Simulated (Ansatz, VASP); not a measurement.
# One calculation of Ir, two programs

Contents of INCAR:

```
SYSTEM = Ir
ALGO = Normal
EDIFF = 1E-6
ENCUT = 520
GGA = PS
ISIF = 2
ISMEAR = 0
LASPH = .True.
LCHARG = .False.
LREAL = .False.
LWAVE = .False.
NBANDS = 16
NELM = 100
PREC = Accurate
SIGMA = 0.1
```

KPOINTS

```
k-points
0
Gamma
  18 18 10
  0 0 0
```

POSCAR

```
Ir
1.0
    2.8390918219      0.0000000000      0.0000000000
   -1.4195459109      2.4587256414      0.0000000000
    0.0000000000      0.0000000000      4.2029417052
Ir
2
Direct
    0.6666666700      0.3333333300      0.7500000000
    0.3333333300      0.6666666700      0.2500000000
```

Input for Ansatz:

```yaml
crystal:
  lattice:
    - [2.8390918219, 0.0, 0.0]
    - [-1.4195459109, 2.4587256414, 0.0]
    - [0.0, 0.0, 4.2029417052]
  atoms:
    - { symbol: Ir, position: [0.66666667, 0.33333333, 0.75] }
    - { symbol: Ir, position: [0.33333333, 0.66666667, 0.25] }
basis:
  ecutwfc: 420
kpoints:
  mp_grid: { grid: [18, 18, 10] }
hamiltonian:
  xc: pbesol
scf:
  occupations: { method: gaussian, width: 0.1 }
output:
  forces: true
  stress: true
  eigenvalues: true
  populations: true
```

Alike in both runs: task single point; functional PBEsol; k mesh 18 × 18 × 10; occupations gaussian, width 0.1 eV; no spin polarisation.

|  | VASP | Ansatz |
| --- | --- | --- |
| version | VASP 6.6.1 | Ansatz 0.2.0 |
| potentials or method | VASP PAW PBE potentials, release 64 (Ir), cutoff 520 eV | scalar-relativistic, plane waves, PAW |
| valence electrons in the cell | 18 | 34 |

|  | VASP | Ansatz | Ansatz less VASP |
| --- | --- | --- | --- |
| gap on the k mesh at the Fermi level (eV) | none | none | - |
| pressure (GPa) | -9.0 | -9.7 | -0.76 |
| traceless stress, the component that is largest in VASP (GPa) | 16.92 | 16.80 | -0.121 |

VASP's potentials were made for PBE, not for PBEsol. A gap of «none» marks a metal or a gap that the smearing closes. VASP's potentials hold 18 valence electrons a cell and Ansatz's 34, so a difference there can come from the potentials and not from the codes.

Spin-orbit coupling is off throughout.
